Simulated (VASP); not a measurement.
HfN, 2 atoms in the cell. It takes space group Fm-3m (No. 225, cubic). The conventional cell has a = 4.502 Å, b = 4.502 Å, c = 4.502 Å, α = 90.00°, β = 90.00°, γ = 90.00°. Within 3.0 Å of Hf (site symmetry m-3m) lie 6 N at 2.25 Å. N (site symmetry m-3m) has 6 Hf at 2.25 Å within 3.0 Å. 

| Quantity | Value |
| --- | --- |
| Program | VASP 6.6.1 |
| Task | relaxation of cell and atoms |
| Functional | PBEsol |
| Potentials or basis | VASP PAW PBE potentials, release 64 (Hf_pv, N) |
| Cutoff | 600 eV |
| k mesh | 16 × 16 × 16 |
| Occupations | fermi-dirac, width 0.15 eV |
| Spin | no spin polarisation |
| Target pressure | 6 GPa |
| Dipole correction | no |
| Further INCAR settings | ALGO = Normal; EDIFF = 1e-06; IBRION = 2; EDIFFG = -0.001; NSW = 80; ISIF = 3 |

Potentials or basis: VASP PAW PBE potentials, release 64 (Hf_pv, N).

Command:

```bash
$ cat potpaw_PBE.64/Hf_pv/POTCAR potpaw_PBE.64/N/POTCAR > POTCAR
$ mpirun -np 1 vasp_std > vasp.out
```

Hardware: 1 thread of Intel(R) Xeon(R) Platinum 8488C (Sapphire Rapids), with other jobs on the host.

Problem. Estimate the wall time of this run.

Solution. Wall time 74 s on 1 thread of Intel(R) Xeon(R) Platinum 8488C (Sapphire Rapids) (shared host), peak memory 0.2 GiB. Counts: scf iterations 32, k points 145, ion steps 4.
